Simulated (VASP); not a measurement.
# CoSn (P6/mmm) in VASP: a series of runs

CoSn is run at these levels: PBEsol; tasks: single point.

Everything below comes from runs of VASP 6.6.1. Logs are shortened: lines on timing, memory, paths and dates and some standing lists are left out, and cuts for length are marked.

### 1 The cell of the first run

It takes space group P6/mmm (No. 191, hexagonal). Conventional cell: a = 5.637 Å, b = 5.637 Å, c = 3.835 Å, α = 90.00°, β = 90.00°, γ = 120.00°. Co (site symmetry mmm) has 6 Sn at 2.51 to 2.82 Å and 4 Co at 2.82 Å within 3.3 Å. Within 3.3 Å of Sn (site symmetry -6m2) lie 6 Co at 2.51 Å and 3 Sn at 3.25 Å. Sn (site symmetry 6/mmm) has 6 Co at 2.82 Å and 14 Sn at 3.78 to 3.83 Å within 3.9 Å.

### 2 Single point, PBEsol (strain +0.080 along x and y, -0.080 along z)

INCAR

```
SYSTEM = CoSn
PREC = Accurate
ENCUT = 520
EDIFF = 1E-6
ISMEAR = 0
SIGMA = 0.15
LREAL = .FALSE.
LASPH = .TRUE.
NELM = 60
ALGO = Fast
ISIF = 2
LWAVE = .FALSE.
LCHARG = .FALSE.
GGA = PS
NBANDS = 44
```

KPOINTS

```
Automatic mesh
0
G
  12 12 12
  0 0 0
```

POSCAR

```
CoSn
1.0
    5.6372930899      0.0000000000      0.0000000000
   -2.8186465450      4.8820390244      0.0000000000
    0.0000000000      0.0000000000      3.8349941347
Co Sn
3 3
Direct
    0.0000000000      0.5000000000      0.0000000000
    0.5000000000      0.5000000000      0.0000000000
    0.5000000000      0.0000000000      0.0000000000
    0.6666666667      0.3333333333      0.5000000000
    0.3333333333      0.6666666667      0.5000000000
    0.0000000000      0.0000000000      0.0000000000
```

Potentials or basis: VASP PAW PBE potentials, release 64 (Co, Sn_d).

Launch:

```console
$ cat potpaw_PBE.64/Co/POTCAR potpaw_PBE.64/Sn_d/POTCAR > POTCAR
$ mpirun -np 1 vasp_std > vasp.out
```

OUTCAR:

```text
SYSTEM = CoSn
   PREC = Accurate
   ENCUT = 520
   EDIFF = 1E-6
   ISMEAR = 0
   LREAL = .FALSE.
   LASPH = .TRUE.
   NELM = 60
   ISIF = 2
   GGA = PS

 ion  position               nearest neighbor table
   1  0.000  0.500  0.000-   4 2.51   5 2.51   4 2.51   5 2.51   3 2.82   3 2.82   6 2.82   6 2.82
                             2 2.82   2 2.82
   2  0.500  0.500  0.000-   4 2.51   5 2.51   4 2.51   5 2.51   6 2.82   6 2.82   3 2.82   3 2.82
                             1 2.82   1 2.82
   3  0.500  0.000  0.000-   4 2.51   5 2.51   4 2.51   5 2.51   1 2.82   1 2.82   2 2.82   2 2.82
                             6 2.82   6 2.82
   4  0.667  0.333  0.500-   3 2.51   3 2.51   1 2.51   1 2.51   2 2.51   2 2.51   5 3.25   5 3.25
                             5 3.25
   5  0.333  0.667  0.500-   3 2.51   3 2.51   1 2.51   1 2.51   2 2.51   2 2.51   4 3.25   4 3.25
                             4 3.25
   6  0.000  0.000  0.000-   2 2.82   2 2.82   1 2.82   1 2.82   3 2.82   3 2.82

  LATTYP: Found a hexagonal cell.
 ALAT       =     5.6372930899
 C/A-ratio  =     0.6802900033

  Lattice vectors:

 A1 = (   5.6372930899,   0.0000000000,   0.0000000000)
 A2 = (  -2.8186465450,   4.8820390244,   0.0000000000)
 A3 = (   0.0000000000,   0.0000000000,   3.8349941347)

Analysis of symmetry for initial positions (statically):
=====================================================================
 Subroutine PRICEL returns:
 Original cell was already a primitive cell.

 Routine SETGRP: Setting up the symmetry group for a
 hexagonal supercell.

 Subroutine GETGRP returns: Found 24 space group operations
 (whereof 24 operations were pure point group operations)
 out of a pool of 24 trial point group operations.

The static configuration has the point symmetry D_6h.

Analysis of symmetry for dynamics (positions and initial velocities):
=====================================================================
 Subroutine PRICEL returns:
 Original cell was already a primitive cell.

 Routine SETGRP: Setting up the symmetry group for a
 hexagonal supercell.

 Subroutine GETGRP returns: Found 24 space group operations
 (whereof 24 operations were pure point group operations)
 out of a pool of 24 trial point group operations.

The dynamic configuration has the point symmetry D_6h.

 Subroutine INISYM returns: Found 24 space group operations
 (whereof 24 operations are pure point group operations),
 and found     1 'primitive' translations

----------------------------------------------------------------------------------------

                                     Primitive cell

  volume of cell :     105.5447

  direct lattice vectors                    reciprocal lattice vectors
     5.637293090  0.000000000  0.000000000     0.177390103  0.102416224  0.000000000
    -2.818646545  4.882039024  0.000000000     0.000000000  0.204832447  0.000000000
     0.000000000  0.000000000  3.834994135     0.000000000  0.000000000  0.260756592

  length of vectors
     5.637293090  5.637293090  3.834994135     0.204832447  0.204832447  0.260756592

  position of ions in fractional coordinates (direct lattice)
     0.000000000  0.500000000  0.000000000
     0.500000000  0.500000000  0.000000000
     0.500000000  0.000000000  0.000000000
     0.666666667  0.333333333  0.500000000
     0.333333333  0.666666667  0.500000000
     0.000000000  0.000000000  0.000000000

  ion indices of the primitive-cell ions
   primitive index   ion index
                 1           1
                 2           2
                 3           3
                 4           4
                 5           5
                 6           6

----------------------------------------------------------------------------------------

 KPOINTS: Automatic mesh

Automatic generation of k-mesh.
 Grid dimensions read from file:
 generate k-points for:   12   12   12

 Generating k-lattice:

  Cartesian coordinates                     Fractional coordinates (reciprocal lattice)
     0.014782509  0.008534685  0.000000000     0.083333333  0.000000000  0.000000000
     0.000000000  0.017069371  0.000000000     0.000000000  0.083333333  0.000000000
     0.000000000  0.000000000  0.021729716     0.000000000  0.000000000  0.083333333

  Length of vectors
     0.017069371  0.017069371  0.021729716

  Shift w.r.t. Gamma in fractional coordinates (k-lattice)
     0.000000000  0.000000000  0.000000000

 Subroutine IBZKPT returns following result:
 ===========================================

 Found    133 irreducible k-points:

 Following reciprocal coordinates:
            Coordinates               Weight
  0.000000  0.000000  0.000000      1.000000
  0.083333 -0.000000  0.000000      6.000000
  0.166667 -0.000000  0.000000      6.000000
  0.250000  0.000000  0.000000      6.000000
  0.333333  0.000000  0.000000      6.000000
  0.416667 -0.000000  0.000000      6.000000
[... 16 lines left out ...]
  0.250000  0.000000  0.083333     12.000000
  0.333333  0.000000  0.083333     12.000000
 [... further k-points ...]
   k-points           NKPTS =    133   k-points in BZ     NKDIM =    133   number of bands    NBANDS=     44
   number of dos      NEDOS =    301   number of ions     NIONS =      6
   total plane-waves  NPLWV =  52920
   dimension x,y,z NGX =    42 NGY =   42 NGZ =   30
   dimension x,y,z NGXF=    84 NGYF=   84 NGZF=   60
   ions per type =               3   3
   NGX,Y,Z   is equivalent  to a cutoff of  12.39, 12.39, 13.00 a.u.
   NGXF,Y,Z  is equivalent  to a cutoff of  24.77, 24.77, 26.01 a.u.
 SYSTEM =  CoSn
   PREC   = accura    normal or accurate (medium, high low for compatibility)
   ISTART =      0    job   : 0-new  1-cont  2-samecut
   ICHARG =      2    charge: 1-file 2-atom 10-const
   ISPIN  =      1    spin polarized calculation?
   LNONCOLLINEAR =      F non collinear calculations
   LSORBIT =      F    spin-orbit coupling
   LASPH  =      T    aspherical Exc in radial PAW
   ENCUT  =  520.0 eV  38.22 Ry    6.18 a.u.  10.48 10.48  7.13*2*pi/ulx,y,z
   NELM   =     60;   NELMIN=  2; NELMDL= -5     # of ELM steps
   EDIFF  = 0.1E-05   stopping-criterion for ELM
   LREAL  =      F    real-space projection
   EDIFFG = 0.1E-04   stopping-criterion for IOM
   NSW    =      0    number of steps for IOM
   IBRION =     -1    ionic relax: 0-MD 1-quasi-New 2-CG
   NFREE  =      0    steps in history (QN), initial steepest desc. (CG)
   ISIF   =      2    stress and relaxation
   ISYM   =      2    0-nonsym 1-usesym 2-fastsym
   POTIM  = 0.5000    time-step for ionic-motion
   TEBEG  =    0.0;   TEEND  =   0.0 temperature during run
   PSTRESS=    0.0 pullay stress
   NELECT =      69.0000    total number of electrons
   NUPDOWN=      -1.0000    fix difference up-down
   EMIN   =  10.00;   EMAX   =-10.00  energy-range for DOS
   EFERMI =   0.00;   METHOD = LEGACY
   ISMEAR =     0;   SIGMA  =   0.15  broadening in eV -4-tet -1-fermi 0-gaus
   EFERMI_NEDOS =   21; number of points for ismear=-14 and -15
   IALGO  =     68    algorithm
   IMIX   =      4    mixing-type and parameters
     AMIX     =   0.40;   BMIX     =  1.00
     AMIX_MAG =   1.60;   BMIX_MAG =  1.00
  volume/ion in A,a.u.               =      17.59       118.71
  Fermi-wavevector in a.u.,A,eV,Ry     =   1.420842  2.685001 27.467318  2.018791
  Thomas-Fermi vector in A             =   2.541714
   LORBIT       =      0    0 simple, 1 ext, 2 COOP (PROOUT), +10 PAW based schemes
   GGA     = PS    functional components
   LHFCALC =     F    Hartree Fock is set to
   AEXX    =    0.0000 exact exchange contribution
   IVDW    =     0    specifies the selected vdW correction
   LEPSILON=     F    determine dielectric tensor
   LRPA    =     F    only Hartree local field effects (RPA)
 non-spin polarized calculation
 RMM-DIIS sequential band-by-band and
 Gauss-broadening in eV      SIGMA  =   0.15
  energy-cutoff  :      520.00
  volume of cell :      105.54
 maximum number of plane-waves:      2871
 NGX is ok and might be reduce to    42
   NGX = 21   NGY = 21   NGZ = 15

 number of electron      69.0000008 magnetization

 Free energy of the ion-electron system (eV)
  ---------------------------------------------------
  ext. energy  EPLUGINS =         0.00000000
  ---------------------------------------------------
  free energy    TOTEN  =       -35.88917849 eV

  energy without entropy =      -35.83869841  energy(sigma->0) =      -35.86393845

 E-fermi :   9.2258     XC(G=0): -11.7298

 val. band max:        9.2244913771   @ k =   0.3333   0.2500   0.2500
 cond. band min:       9.2258401839   @ k =   0.0000   0.0000   0.0000
 fundamental gap:      0.0013488068
 Fermi energy:         9.2257757839

 k-point     1 :       0.0000    0.0000    0.0000
  band No.  band energies     occupation
      1     -12.2628      2.00000
      2     -12.1636      2.00000
      3     -12.1636      2.00000
      4     -12.0331      2.00000
      5     -12.0331      2.00000
      6     -11.8768      2.00000
[... 36 lines left out ...]
     43      16.3163      0.00000
     44      16.8746      0.00000

 k-point     2 :       0.0833   -0.0000    0.0000
  band No.  band energies     occupation
      1     -12.2626      2.00000
      2     -12.1637      2.00000
      3     -12.1635      2.00000
      4     -12.0331      2.00000
      5     -12.0330      2.00000
      6     -11.8802      2.00000
[... 36 lines left out ...]
     43      15.8558      0.00000
     44      16.2437      0.00000

 k-point     3 :       0.1667   -0.0000    0.0000
  band No.  band energies     occupation
      1     -12.2621      2.00000
      2     -12.1638      2.00000
      3     -12.1632      2.00000
      4     -12.0330      2.00000
      5     -12.0324      2.00000
      6     -11.8881      2.00000
[... 36 lines left out ...]
     43      15.0940      0.00000
     44      16.0430      0.00000

 k-point     4 :       0.2500    0.0000    0.0000
  band No.  band energies     occupation
      1     -12.2615      2.00000
      2     -12.1640      2.00000
      3     -12.1628      2.00000
      4     -12.0330      2.00000
      5     -12.0317      2.00000
      6     -11.8972      2.00000
[... 882 lines left out ...]
     43      14.4881      0.00000
     44      16.1556      0.00000

 k-point    23 :       0.2500    0.0000    0.0833
  band No.  band energies     occupation
      1     -12.2588      2.00000
      2     -12.1649      2.00000
      3     -12.1637      2.00000
      4     -12.0331      2.00000
      5     -12.0320      2.00000
      6     -11.8966      2.00000
[... 36 lines left out ...]
     43      14.6115      0.00000
     44      16.0035      0.00000

 k-point    24 :       0.3333    0.0000    0.0833
  band No.  band energies     occupation
      1     -12.2582      2.00000
      2     -12.1650      2.00000
      3     -12.1632      2.00000
      4     -12.0332      2.00000
      5     -12.0312      2.00000
      6     -11.9043      2.00000
[... 36 lines left out ...]
     43      14.8104      0.00000
     44      15.7154      0.00000

 [... further k-points ...]
[... 5 lines left out ...]
  --------------------------------------------------------------------------------------
  -------------------------------------------------------------------------------------
  Total       -8.6251312     -8.6251312      6.3654548      0.0000000      0.0000000     -0.0000000
  in kB     -130.9301689   -130.9301689     96.6281034      0.0000000      0.0000000     -0.0000000
  external PRESSURE =     -55.0774114 kB  Pullay stress =       0.0000000 kB

 VOLUME and BASIS-vectors are now :
 -----------------------------------------------------------------------------
  energy-cutoff  :      520.00
  volume of cell :      105.54
      direct lattice vectors                 reciprocal lattice vectors
     5.637293090  0.000000000  0.000000000     0.177390103  0.102416224  0.000000000
    -2.818646545  4.882039024  0.000000000     0.000000000  0.204832447  0.000000000
     0.000000000  0.000000000  3.834994135     0.000000000  0.000000000  0.260756592

 POSITION                                       TOTAL-FORCE (eV/Angst)
 -----------------------------------------------------------------------------------
     -1.40932      2.44102      0.00000         0.000000      0.000000     -0.000000
      1.40932      2.44102      0.00000         0.000000      0.000000     -0.000000
      2.81865      0.00000      0.00000         0.000000      0.000000     -0.000000
      2.81865      1.62735      1.91750         0.000000     -0.000000     -0.000000
     -0.00000      3.25469      1.91750        -0.000000      0.000000      0.000000
      0.00000      0.00000      0.00000         0.000000      0.000000     -0.000000
 -----------------------------------------------------------------------------------
    total drift:                                0.000000      0.000000     -0.000000

  FREE ENERGIE OF THE ION-ELECTRON SYSTEM (eV)
  ---------------------------------------------------
  free  energy   TOTEN  =       -35.8891784931 eV

  energy  without entropy=      -35.8386984148  energy(sigma->0) =      -35.86393845
```

It took 19 min on 1 thread of Oxide Virtual Turin-like, shared host; peak memory 0.54 GiB.

Results:

| Quantity | Value |
| --- | --- |
| Free energy | -35.8892 eV |
| Pressure | -5.5 GPa |
| Band gap on the k mesh | zero (an odd number of electrons rules out a gap without spin polarisation) |

Levels at points of the mesh, in eV from the Fermi level:
```
           k point  band 32  band 33  band 34  band 35  band 36  band 37
(0.00, 0.00, 0.00)    -0.70    -0.70    -0.59     0.00     0.04     0.96
(0.50, 0.00, 0.00)    -0.76    -0.70     0.22     0.96     1.83     2.29
(0.00, 0.00, 0.50)    -0.87    -0.87    -0.76    -0.72    -0.65    -0.65
(0.50, 0.00, 0.50)    -0.81    -0.72    -0.68    -0.41    -0.41     0.07
```

Caveat: the cell differs from its parent crystal (strain +0.080 along x and y, -0.080 along z); the stress differs along the axes, from -13 to 10 GPa; the PAW data sets were made with another functional, which shifts forces and pressure a little; spin-orbit coupling is left out, which moves the levels of the heavy elements; the run has no spin polarisation, though such a crystal can be magnetic. Spin polarisation is off, so any magnetic state and its effect on volume and gap are missing.

### 3 Single point, PBEsol (strain +0.000 along x and y, +0.080 along z)

INCAR

```
SYSTEM = CoSn
ALGO = Fast ; EDIFF = 1E-7
ENCUT = 520 ; GGA = PS
ISIF = 2 ; ISMEAR = 0
LASPH = .TRUE. ; LCHARG = .FALSE.
LREAL = .FALSE. ; LWAVE = .FALSE.
NBANDS = 44 ; NELM = 60
PREC = Accurate ; SIGMA = 0.15
```

KPOINTS

```
k-points
0
G
  12 12 12
  0 0 0
```

Edit POSCAR of step 2 so:

```diff
@@ -2,5 +2,5 @@
 1.0
-    5.6372930899      0.0000000000      0.0000000000
-   -2.8186465450      4.8820390244      0.0000000000
-    0.0000000000      0.0000000000      3.8349941347
+    5.2197158240      0.0000000000      0.0000000000
+   -2.6098579120      4.5204065041      0.0000000000
+    0.0000000000      0.0000000000      4.5019496363
 Co Sn
```

Potentials or basis: VASP PAW PBE potentials, release 64 (Co, Sn_d).

Launch:

```console
$ cat potpaw_PBE.64/Co/POTCAR potpaw_PBE.64/Sn_d/POTCAR > POTCAR
$ mpirun -np 1 vasp_std > vasp.out
```

Run time: 23 min. Hardware: 1 thread of Oxide Virtual Turin-like, shared host; peak memory 0.55 GiB.

Results (log left out):

```
Free energy            : -36.5352 eV
Pressure               : -8.5 GPa
Band gap on the k mesh : zero (an odd number of electrons rules out a gap without spin polarisation)
```

Stress tensor (GPa, compression positive):
```
 -4.52   0.00   0.00
  0.00  -4.52   0.00
  0.00   0.00 -16.45
```

Levels at points of the mesh, in eV from the Fermi level:
| k point | band 32 | band 33 | band 34 | band 35 | band 36 | band 37 |
| --- | --- | --- | --- | --- | --- | --- |
| (0.00, 0.00, 0.00) | -0.35 | -0.22 | -0.22 | 0.54 | 0.61 | 1.27 |
| (0.50, 0.00, 0.00) | -0.33 | -0.25 | 0.70 | 0.76 | 1.32 | 1.47 |
| (0.00, 0.00, 0.50) | -0.37 | -0.32 | -0.32 | -0.27 | -0.27 | 0.14 |
| (0.50, 0.00, 0.50) | -0.71 | -0.44 | -0.32 | -0.30 | -0.08 | 0.47 |

Caveat: the cell differs from its parent crystal (strain +0.000 along x and y, +0.080 along z); the stress differs along the axes, from -16 to -5 GPa; the PAW data sets were made with another functional, which shifts forces and pressure a little; spin-orbit coupling is left out, which moves the levels of the heavy elements; the run has no spin polarisation, though such a crystal can be magnetic. Spin polarisation is off, so any magnetic state and its effect on volume and gap are missing.
